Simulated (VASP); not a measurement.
# La (Im-3m) in VASP: further runs

The runs below take La through single point, with r2SCAN.

Everything below comes from runs of VASP 6.6.1. Logs are shortened: lines on timing, memory, paths and dates and some standing lists are left out, and cuts for length are marked.

### 1 The cell of the first run

It takes space group Im-3m (No. 229, cubic). The conventional cell has a = 3.643 Å, b = 3.643 Å, c = 3.643 Å, α = 90.00°, β = 90.00°, γ = 90.00°. Within 4.2 Å of La (site symmetry m-3m) lie 14 La at 3.16 to 3.64 Å.

### 2 Single point, r2SCAN

POSCAR reads:

```
La
1.0
   -1.8215837286      1.8215837286      1.8215837286
    1.8215837286     -1.8215837286      1.8215837286
    1.8215837286      1.8215837286     -1.8215837286
La
1
Direct
    0.0000000000      0.0000000000      0.0000000000
```

INCAR.step1 reads:

```
PREC = Accurate ; ENCUT = 520
ISMEAR = -1 ; SIGMA = 0.1
LREAL = False ; LASPH = True
NELM = 60 ; NBANDS = 12
GGA = PE ; ALGO = Normal
EDIFF = 1E-4 ; LWAVE = True
LCHARG = False
```

INCAR.step2 reads:

```
PREC = Accurate ; ENCUT = 520
EDIFF = 1E-7 ; ISMEAR = -1
SIGMA = 0.1 ; LREAL = False
LASPH = True ; NELM = 60
ALGO = Normal ; ISIF = 2
LWAVE = False ; LCHARG = False
METAGGA = R2SCAN ; LMIXTAU = True
NBANDS = 12 ; ISTART = 1
```

KPOINTS reads:

```
regular mesh
0
Gamma
  11 11 11
```

Potentials or basis: VASP PAW PBE potentials, release 64 (La).

Started as:

```sh
$ cat potpaw_PBE.64/La/POTCAR > POTCAR
$ cp INCAR.step1 INCAR
$ mpirun -np 1 vasp_std > vasp.out
$ cp INCAR.step2 INCAR
$ mpirun -np 1 vasp_std > vasp.out
```

OUTCAR:

```text
PREC = Accurate
   ENCUT = 520
   EDIFF = 1E-7
   ISMEAR = -1
   LREAL = False
   LASPH = True
   NELM = 60
   ISIF = 2
   METAGGA = R2SCAN
   ISTART = 1

 ion  position               nearest neighbor table
   1  0.000  0.000  0.000-

  LATTYP: Found a body centered cubic cell.
 ALAT       =     3.6431674572

  Lattice vectors:

 A1 = (  -1.8215837286,   1.8215837286,   1.8215837286)
 A2 = (   1.8215837286,  -1.8215837286,   1.8215837286)
 A3 = (   1.8215837286,   1.8215837286,  -1.8215837286)

Analysis of symmetry for initial positions (statically):
=====================================================================
 Subroutine PRICEL returns:
 Original cell was already a primitive cell.

 Routine SETGRP: Setting up the symmetry group for a
 body centered cubic supercell.

 Subroutine GETGRP returns: Found 48 space group operations
 (whereof 48 operations were pure point group operations)
 out of a pool of 48 trial point group operations.

The static configuration has the point symmetry O_h .

Analysis of symmetry for dynamics (positions and initial velocities):
=====================================================================
 Subroutine PRICEL returns:
 Original cell was already a primitive cell.

 Routine SETGRP: Setting up the symmetry group for a
 body centered cubic supercell.

 Subroutine GETGRP returns: Found 48 space group operations
 (whereof 48 operations were pure point group operations)
 out of a pool of 48 trial point group operations.

The dynamic configuration has the point symmetry O_h .

 Subroutine INISYM returns: Found 48 space group operations
 (whereof 48 operations are pure point group operations),
 and found     1 'primitive' translations

----------------------------------------------------------------------------------------

                                     Primitive cell

  volume of cell :      24.1773

  direct lattice vectors                    reciprocal lattice vectors
    -1.821583729  1.821583729  1.821583729     0.000000000  0.274486422  0.274486422
     1.821583729 -1.821583729  1.821583729     0.274486422  0.000000000  0.274486422
     1.821583729  1.821583729 -1.821583729     0.274486422  0.274486422  0.000000000

  length of vectors
     3.155075568  3.155075568  3.155075568     0.388182421  0.388182421  0.388182421

  position of ions in fractional coordinates (direct lattice)
     0.000000000  0.000000000  0.000000000

  ion indices of the primitive-cell ions
   primitive index   ion index
                 1           1

----------------------------------------------------------------------------------------

 KPOINTS: regular mesh

Automatic generation of k-mesh.
 Grid dimensions read from file:
 generate k-points for:   11   11   11

 Generating k-lattice:

  Cartesian coordinates                     Fractional coordinates (reciprocal lattice)
     0.000000000  0.024953311  0.024953311     0.090909091  0.000000000  0.000000000
     0.024953311  0.000000000  0.024953311     0.000000000  0.090909091  0.000000000
     0.024953311  0.024953311  0.000000000     0.000000000  0.000000000  0.090909091

  Length of vectors
     0.035289311  0.035289311  0.035289311

  Shift w.r.t. Gamma in fractional coordinates (k-lattice)
     0.000000000  0.000000000  0.000000000

 Subroutine IBZKPT returns following result:
 ===========================================

 Found     56 irreducible k-points:

 Following reciprocal coordinates:
            Coordinates               Weight
  0.000000  0.000000  0.000000      1.000000
  0.090909  0.000000  0.000000     12.000000
  0.181818  0.000000  0.000000     12.000000
  0.272727  0.000000  0.000000     12.000000
  0.363636  0.000000  0.000000     12.000000
  0.454545  0.000000  0.000000     12.000000
[... 16 lines left out ...]
  0.272727  0.181818  0.090909     48.000000
  0.363636  0.181818  0.090909     24.000000
 [... further k-points ...]
   k-points           NKPTS =     56   k-points in BZ     NKDIM =     56   number of bands    NBANDS=     12
   number of dos      NEDOS =    301   number of ions     NIONS =      1
   total plane-waves  NPLWV =  13824
   dimension x,y,z NGX =    24 NGY =   24 NGZ =   24
   dimension x,y,z NGXF=    48 NGYF=   48 NGZF=   48
   ions per type =               1
   NGX,Y,Z   is equivalent  to a cutoff of  12.65, 12.65, 12.65 a.u.
   NGXF,Y,Z  is equivalent  to a cutoff of  25.29, 25.29, 25.29 a.u.
 SYSTEM =  unknown system
   PREC   = accura    normal or accurate (medium, high low for compatibility)
   ISTART =      1    job   : 0-new  1-cont  2-samecut
   ICHARG =      0    charge: 1-file 2-atom 10-const
   ISPIN  =      1    spin polarized calculation?
   LNONCOLLINEAR =      F non collinear calculations
   LSORBIT =      F    spin-orbit coupling
   LASPH  =      T    aspherical Exc in radial PAW
   ENCUT  =  520.0 eV  38.22 Ry    6.18 a.u.   5.87  5.87  5.87*2*pi/ulx,y,z
   NELM   =     60;   NELMIN=  2; NELMDL=  0     # of ELM steps
   EDIFF  = 0.1E-06   stopping-criterion for ELM
   LREAL  =      F    real-space projection
   EDIFFG = 0.1E-05   stopping-criterion for IOM
   NSW    =      0    number of steps for IOM
   IBRION =     -1    ionic relax: 0-MD 1-quasi-New 2-CG
   NFREE  =      0    steps in history (QN), initial steepest desc. (CG)
   ISIF   =      2    stress and relaxation
   ISYM   =      2    0-nonsym 1-usesym 2-fastsym
   POTIM  = 0.5000    time-step for ionic-motion
   TEBEG  =    0.0;   TEEND  =   0.0 temperature during run
   PSTRESS=    0.0 pullay stress
   NELECT =      11.0000    total number of electrons
   NUPDOWN=      -1.0000    fix difference up-down
   EMIN   =  10.00;   EMAX   =-10.00  energy-range for DOS
   EFERMI =   0.00;   METHOD = LEGACY
   ISMEAR =    -1;   SIGMA  =   0.10  broadening in eV -4-tet -1-fermi 0-gaus
   EFERMI_NEDOS =   21; number of points for ismear=-14 and -15
   IALGO  =     38    algorithm
   IMIX   =      4    mixing-type and parameters
     AMIX     =   0.40;   BMIX     =  1.00
     AMIX_MAG =   1.60;   BMIX_MAG =  1.00
  volume/ion in A,a.u.               =      24.18       163.16
  Fermi-wavevector in a.u.,A,eV,Ry     =   1.259128  2.379407 21.570726  1.585404
  Thomas-Fermi vector in A             =   2.392703
   LORBIT       =      0    0 simple, 1 ext, 2 COOP (PROOUT), +10 PAW based schemes
   METAGGA = R2SCAN    functional components
   LHFCALC =     F    Hartree Fock is set to
   AEXX    =    0.0000 exact exchange contribution
   IVDW    =     0    specifies the selected vdW correction
   LEPSILON=     F    determine dielectric tensor
   LRPA    =     F    only Hartree local field effects (RPA)
 non-spin polarized calculation
  energy-cutoff  :      520.00
  volume of cell :       24.18
 maximum number of plane-waves:       670
   NGX = 11   NGY = 11   NGZ = 11

 number of electron      10.9999999 magnetization

 Free energy of the ion-electron system (eV)
  ---------------------------------------------------
  ext. energy  EPLUGINS =         0.00000000
  ---------------------------------------------------
  free energy    TOTEN  =       -28.99203174 eV

  energy without entropy =      -28.93300390  energy(sigma->0) =      -28.96251782

 E-fermi :  12.8581     XC(G=0): -12.3247

 val. band max:       12.8533572066   @ k =   0.3636   0.1818   0.0000
 cond. band min:      12.8737841913   @ k =  -0.4545  -0.4545   0.0909
 fundamental gap:      0.0204269846
 Fermi energy:        12.8581433483

 k-point     1 :       0.0000    0.0000    0.0000
  band No.  band energies     occupation
      1     -21.1794      2.00000
      2      -1.9070      2.00000
      3      -1.9070      2.00000
      4      -1.9070      2.00000
      5      11.0711      2.00000
      6      14.9475      0.00000
      7      14.9475      0.00000
      8      14.9475      0.00000
      9      14.9688      0.00000
     10      14.9688      0.00000
     11      14.9688      0.00000
     12      16.8746      0.00000

 k-point     2 :       0.0909    0.0000    0.0000
  band No.  band energies     occupation
      1     -21.1058      2.00000
      2      -2.3341      2.00000
      3      -2.0271      2.00000
      4      -1.9182      2.00000
      5      11.5435      2.00000
      6      14.2069      0.00000
      7      14.2232      0.00000
      8      14.9306      0.00000
      9      15.1726      0.00000
     10      15.5455      0.00000
     11      15.5783      0.00000
     12      16.7858      0.00000

 k-point     3 :       0.1818    0.0000    0.0000
  band No.  band energies     occupation
      1     -20.9012      2.00000
      2      -3.3716      2.00000
      3      -2.3334      2.00000
      4      -1.9489      2.00000
      5      12.0693      1.99925
      6      13.4796      0.00399
      7      14.0136      0.00002
      8      14.8750      0.00000
      9      15.5917      0.00000
     10      15.9661      0.00000
     11      16.0283      0.00000
     12      16.6751      0.00000
[... 286 lines left out ...]
 k-point    23 :       0.2727    0.1818    0.0909
  band No.  band energies     occupation
      1     -20.1210      2.00000
      2      -5.5689      2.00000
      3      -3.8251      2.00000
      4      -2.8209      2.00000
      5      12.3038      1.99221
      6      13.2071      0.05924
      7      15.2889      0.00000
      8      15.6863      0.00000
      9      16.0124      0.00000
     10      16.3490      0.00000
     11      16.6034      0.00000
     12      16.7358      0.00000

 k-point    24 :       0.3636    0.1818    0.0909
  band No.  band energies     occupation
      1     -20.0522      2.00000
      2      -5.6342      2.00000
      3      -4.0856      2.00000
      4      -2.8680      2.00000
      5      12.2414      1.99581
      6      13.2633      0.03421
      7      15.6068      0.00000
      8      15.6643      0.00000
      9      16.0884      0.00000
     10      16.5202      0.00000
     11      16.5743      0.00000
     12      16.6886      0.00000

 [... further k-points ...]
[... 5 lines left out ...]
  --------------------------------------------------------------------------------------
  -------------------------------------------------------------------------------------
  Total        3.0419185      3.0419185      3.0419185      0.0000000      0.0000000     -0.0000000
  in kB      201.5815349    201.5815349    201.5815349      0.0000000      0.0000000     -0.0000000
  external PRESSURE =     201.5815349 kB  Pullay stress =       0.0000000 kB

 VOLUME and BASIS-vectors are now :
 -----------------------------------------------------------------------------
  energy-cutoff  :      520.00
  volume of cell :       24.18
      direct lattice vectors                 reciprocal lattice vectors
    -1.821583729  1.821583729  1.821583729     0.000000000  0.274486422  0.274486422
     1.821583729 -1.821583729  1.821583729     0.274486422  0.000000000  0.274486422
     1.821583729  1.821583729 -1.821583729     0.274486422  0.274486422  0.000000000

 POSITION                                       TOTAL-FORCE (eV/Angst)
 -----------------------------------------------------------------------------------
      0.00000      0.00000      0.00000         0.000000     -0.000000     -0.000000
 -----------------------------------------------------------------------------------
    total drift:                                0.000000      0.000000      0.000000

  FREE ENERGIE OF THE ION-ELECTRON SYSTEM (eV)
  ---------------------------------------------------
  free  energy   TOTEN  =       -28.9920317394 eV

  energy  without entropy=      -28.9330038977  energy(sigma->0) =      -28.96251782
```

It took 61 s on 1 thread of Intel Xeon 6975P-C, shared host; peak memory 0.17 GiB.

What came out:

- Free energy: -28.9920 eV
- Pressure: 20.2 GPa

Levels at points of the mesh, in eV from the Fermi level:
| k point | band 2 | band 3 | band 4 | band 5 | band 6 | band 7 | band 8 | band 9 | band 10 | band 11 |
| --- | --- | --- | --- | --- | --- | --- | --- | --- | --- | --- |
| (0.00, 0.00, 0.00) | -14.77 | -14.77 | -14.77 | -1.79 | 2.09 | 2.09 | 2.09 | 2.11 | 2.11 | 2.11 |

Caveat: the PAW data sets were made with another functional, which shifts forces and pressure a little; spin-orbit coupling is left out, which moves the levels of the heavy elements.

### 3 Single point, r2SCAN

This run uses another cell than the first one, of 28.55 Å³/atom, 1.181 times its volume.

POSCAR reads:

```
La
1.0
   -1.9253361034      1.9253361034      1.9253361034
    1.9253361034     -1.9253361034      1.9253361034
    1.9253361034      1.9253361034     -1.9253361034
La
1
Direct
    0.0000000000      0.0000000000      0.0000000000
```

INCAR.step1 reads:

```
  PREC = Accurate
  ENCUT = 520
  ISMEAR = -1
  SIGMA = 0.1
  LREAL = False
  LASPH = True
  NELM = 60
  NBANDS = 12
  GGA = PE
  ALGO = Normal
  EDIFF = 1E-4
  LWAVE = True
  LCHARG = False
```

INCAR.step2 reads:

```
  PREC = Accurate
  ENCUT = 520
  EDIFF = 1E-7
  ISMEAR = -1
  SIGMA = 0.1
  LREAL = False
  LASPH = True
  NELM = 60
  ALGO = Normal
  ISIF = 2
  LWAVE = False
  LCHARG = False
  METAGGA = R2SCAN
  LMIXTAU = True
  NBANDS = 12
  ISTART = 1
```

KPOINTS reads:

```
Automatic mesh
0
Gamma
  11 11 11
```

Potentials or basis: VASP PAW PBE potentials, release 64 (La).

Started as:

```sh
$ cat potpaw_PBE.64/La/POTCAR > POTCAR
$ cp INCAR.step1 INCAR
$ mpirun -np 1 vasp_std > vasp.out
$ cp INCAR.step2 INCAR
$ mpirun -np 1 vasp_std > vasp.out
```

OUTCAR:

```text
PREC = Accurate
   ENCUT = 520
   EDIFF = 1E-7
   ISMEAR = -1
   LREAL = False
   LASPH = True
   NELM = 60
   ISIF = 2
   METAGGA = R2SCAN
   ISTART = 1

 ion  position               nearest neighbor table
   1  0.000  0.000  0.000-

  LATTYP: Found a body centered cubic cell.
 ALAT       =     3.8506722068

  Lattice vectors:

 A1 = (  -1.9253361034,   1.9253361034,   1.9253361034)
 A2 = (   1.9253361034,  -1.9253361034,   1.9253361034)
[... 530 lines left out ...]
      3      -6.2088      2.00000
      4      -5.3910      2.00000
      5      10.0385      1.99865
      6      10.8845      0.47816
      7      13.0469      0.00000
      8      13.3193      0.00000
      9      13.5731      0.00000
     10      13.9463      0.00000
     11      13.9799      0.00000
     12      13.9824      0.00000

 [... further k-points ...]
[... 5 lines left out ...]
  --------------------------------------------------------------------------------------
  -------------------------------------------------------------------------------------
  Total        1.8177649      1.8177649      1.8177649      0.0000000     -0.0000000      0.0000000
  in kB      102.0160808    102.0160808    102.0160808      0.0000000     -0.0000000      0.0000000
  external PRESSURE =     102.0160808 kB  Pullay stress =       0.0000000 kB

 VOLUME and BASIS-vectors are now :
 -----------------------------------------------------------------------------
  energy-cutoff  :      520.00
  volume of cell :       28.55
      direct lattice vectors                 reciprocal lattice vectors
    -1.925336103  1.925336103  1.925336103     0.000000000  0.259694917  0.259694917
     1.925336103 -1.925336103  1.925336103     0.259694917  0.000000000  0.259694917
     1.925336103  1.925336103 -1.925336103     0.259694917  0.259694917  0.000000000

 POSITION                                       TOTAL-FORCE (eV/Angst)
 -----------------------------------------------------------------------------------
      0.00000      0.00000      0.00000        -0.000000      0.000000      0.000000
 -----------------------------------------------------------------------------------
    total drift:                                0.000000      0.000000     -0.000000

  FREE ENERGIE OF THE ION-ELECTRON SYSTEM (eV)
  ---------------------------------------------------
  free  energy   TOTEN  =       -29.3868111276 eV

  energy  without entropy=      -29.3134562268  energy(sigma->0) =      -29.35013368
```

OUTCAR.step1:

```text
PREC = Accurate
   ENCUT = 520
   ISMEAR = -1
   LREAL = False
   LASPH = True
   NELM = 60
[... 575 lines left out ...]
 POSITION                                       TOTAL-FORCE (eV/Angst)
 -----------------------------------------------------------------------------------
      0.00000      0.00000      0.00000         0.000000      0.000000      0.000000
 -----------------------------------------------------------------------------------
    total drift:                               -0.000000      0.000000      0.000000

  FREE ENERGIE OF THE ION-ELECTRON SYSTEM (eV)
  ---------------------------------------------------
  free  energy   TOTEN  =        -4.5387241654 eV

  energy  without entropy=       -4.4624669502  energy(sigma->0) =       -4.50059556
```

OSZICAR.step1:

```text
N       E                     dE             d eps       ncg     rms          rms(c)
DAV:   1     0.883038977768E+02    0.88304E+02   -0.38379E+03  1376   0.122E+03
DAV:   2     0.148334823353E+01   -0.86821E+02   -0.82804E+02  1656   0.189E+02
DAV:   3    -0.433944922297E+01   -0.58228E+01   -0.54786E+01  1924   0.765E+01
DAV:   4    -0.457437231308E+01   -0.23492E+00   -0.22925E+00  2472   0.110E+01
DAV:   5    -0.458698230885E+01   -0.12610E-01   -0.12589E-01  2156   0.230E+00    0.344E+00
DAV:   6    -0.454976212339E+01    0.37220E-01   -0.31658E-02  2472   0.158E+00    0.196E+00
DAV:   7    -0.453513624686E+01    0.14626E-01   -0.39979E-02  2108   0.170E+00    0.274E-01
DAV:   8    -0.453673691470E+01   -0.16007E-02   -0.43613E-03  2100   0.548E-01    0.156E-01
DAV:   9    -0.453859527808E+01   -0.18584E-02   -0.81286E-03  2036   0.640E-01    0.664E-02
DAV:  10    -0.453872880113E+01   -0.13352E-03   -0.79515E-04  2516   0.218E-01    0.122E-02
DAV:  11    -0.453872416539E+01    0.46357E-05   -0.23472E-05  1184   0.540E-02
   1 F= -.45387242E+01 E0= -.45005956E+01  d E =-.762572E-01
```

It took 94 s on 1 thread of Intel Xeon 6975P-C, shared host; peak memory 0.19 GiB.

Results:

| Item | Value |
| --- | --- |
| Free energy | -29.3868 eV |
| Pressure | 10.2 GPa |

Caveat: the PAW data sets were made with another functional, which shifts forces and pressure a little; spin-orbit coupling is left out, which moves the levels of the heavy elements.
